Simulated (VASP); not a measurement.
Write the native input for VASP 6.6.1 that does the following.

```
Task                   : relaxation of cell and atoms
Functional             : PBEsol
Potentials or basis    : VASP PAW PBE potentials, release 64 (Bi_d)
Cutoff                 : 600 eV
k mesh                 : 7 × 7 × 7
Occupations            : fermi-dirac, width 0.05 eV
Spin                   : no spin polarisation
Dipole correction      : no
Further INCAR settings : ALGO = Normal; EDIFF = 1e-06; IBRION = 2; EDIFFG = -0.01; NSW = 60; ISIF = 3
```

The structure of Bi lies in POSCAR:

```
Bi
1.0
    2.2675000000      1.3091417354      3.9380000000
   -2.2675000000      1.3091417354      3.9380000000
    0.0000000000     -2.6182834708      3.9380000000
Bi
2
Direct
    0.7660000000      0.7660000000      0.7660000000
    0.2340000000      0.2340000000      0.2340000000
```

The input as run:

INCAR

```
PREC     = Accurate       # precision mode
ENCUT    = 600            # plane-wave cutoff, eV
EDIFF    = 1E-6           # SCF threshold, eV
ISMEAR   = -1             # smearing method
SIGMA    = 0.05           # smearing width, eV
LREAL    = False          # projectors in reciprocal space
LASPH    = True           # aspherical terms in the spheres
NELM     = 80             # most SCF steps
ALGO     = Normal         # electronic algorithm
ISIF     = 3              # what is computed and relaxed
LWAVE    = False          # write WAVECAR
LCHARG   = False          # write CHGCAR
GGA      = PS             # functional
IBRION   = 2              # ionic algorithm
NSW      = 60             # ionic steps
EDIFFG   = -0.01          # ionic threshold
```

KPOINTS

```
regular mesh
0
Gamma
  7 7 7
```

Potentials or basis: VASP PAW PBE potentials, release 64 (Bi_d).

Command:

```sh
$ cat potpaw_PBE.64/Bi_d/POTCAR > POTCAR
$ mpirun -np 1 vasp_std > vasp.out
```

Results of the run:

```
Relaxed volume                        : 34.29 Å³/atom
Relaxed cell                          : a = 4.658 Å, b = 4.658 Å, c = 4.658 Å, α = 58.25°, β = 58.25°, γ = 58.25°
Space group after relaxing (to 0.1 Å) : R-3m (No. 166)
Energy gained by relaxing             : 3.4 meV/atom
Ionic steps                           : 16
Pressure after relaxing               : 0.0 GPa
Largest force after relaxing          : 0.004 eV/Å
```

Caveat: the PAW data sets were made with another functional, which shifts forces and pressure a little.

It took 5.6 min on 1 thread of AMD EPYC 9R45 96-Core Processor (Zen 5), with other jobs on the host, peak memory 0.25 GiB.
